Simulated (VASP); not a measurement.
Write the native input for VASP 6.6.1 that does the following.

```yaml
Task: single point
Functional: r2SCAN
Potentials_or_basis: VASP PAW PBE potentials, release 64 (Rb_sv, Ag)
Cutoff: 520 eV
k_mesh: 6 × 6 × 6
Occupations: methfessel-paxton, width 0.05 eV
Spin: no spin polarisation
Dipole_correction: no
Further_INCAR_settings: ALGO = Normal; EDIFF = 1e-06; NBANDS = 27
```

Rb3Ag:

```xyz
4
Lattice="6.1361 -0.0153 -0.0153 -0.0153 6.1361 -0.0153 -0.0153 -0.0153 6.1361" Properties=species:S:1:pos:R:3 pbc="T T T"
Rb   -0.0153    3.0604    3.0604
Rb    3.0604   -0.0153    3.0604
Rb    3.0604    3.0604   -0.0153
Ag    0.0000    0.0000    0.0000
```

These files were run (other wordings do the same):

POSCAR

```
Rb3Ag
1.0
    6.1361480000     -0.0153403700     -0.0153403700
   -0.0153403700      6.1361480000     -0.0153403700
   -0.0153403700     -0.0153403700      6.1361480000
Rb Ag
3 1
Direct
    0.0000000000      0.5000000000      0.5000000000
    0.5000000000      0.0000000000      0.5000000000
    0.5000000000      0.5000000000      0.0000000000
    0.0000000000      0.0000000000      0.0000000000
```

INCAR.step1

```
PREC     = Accurate       # precision mode
ENCUT    = 520            # plane-wave cutoff, eV
ISMEAR   = 1              # smearing method
SIGMA    = 0.05           # smearing width, eV
LREAL    = False          # projectors in reciprocal space
LASPH    = True           # aspherical terms in the spheres
NELM     = 100            # most SCF steps
NBANDS   = 27             # bands
GGA      = PE             # functional
ALGO     = Normal         # electronic algorithm
EDIFF    = 1E-4           # SCF threshold, eV
LWAVE    = True           # write WAVECAR
LCHARG   = False          # write CHGCAR
```

INCAR.step2

```
PREC     = Accurate       # precision mode
ENCUT    = 520            # plane-wave cutoff, eV
EDIFF    = 1E-6           # SCF threshold, eV
ISMEAR   = 1              # smearing method
SIGMA    = 0.05           # smearing width, eV
LREAL    = False          # projectors in reciprocal space
LASPH    = True           # aspherical terms in the spheres
NELM     = 100            # most SCF steps
ALGO     = Normal         # electronic algorithm
ISIF     = 2              # what is computed and relaxed
LWAVE    = False          # write WAVECAR
LCHARG   = False          # write CHGCAR
METAGGA  = R2SCAN         # meta-GGA
LMIXTAU  = True         
NBANDS   = 27             # bands
ISTART   = 1
```

KPOINTS

```
regular mesh
0
Gamma
  6 6 6
```

Potentials or basis: VASP PAW PBE potentials, release 64 (Rb_sv, Ag).

Launch:

```bash
$ cat potpaw_PBE.64/Rb_sv/POTCAR potpaw_PBE.64/Ag/POTCAR > POTCAR
$ cp INCAR.step1 INCAR
$ mpirun -np 1 vasp_std > vasp.out
$ cp INCAR.step2 INCAR
$ mpirun -np 1 vasp_std > vasp.out
```

Results of the run:

```yaml
Pressure: -0.2 GPa
Band_gap_on_the_k_mesh: zero (bands 19 and 20 overlap by 1.01 eV)
```

Caveat: the PAW data sets were made with another functional, which shifts forces and pressure a little.

It took 14 min on 1 thread of Intel Xeon 8259CL, with other jobs on the host, peak memory 0.48 GiB.
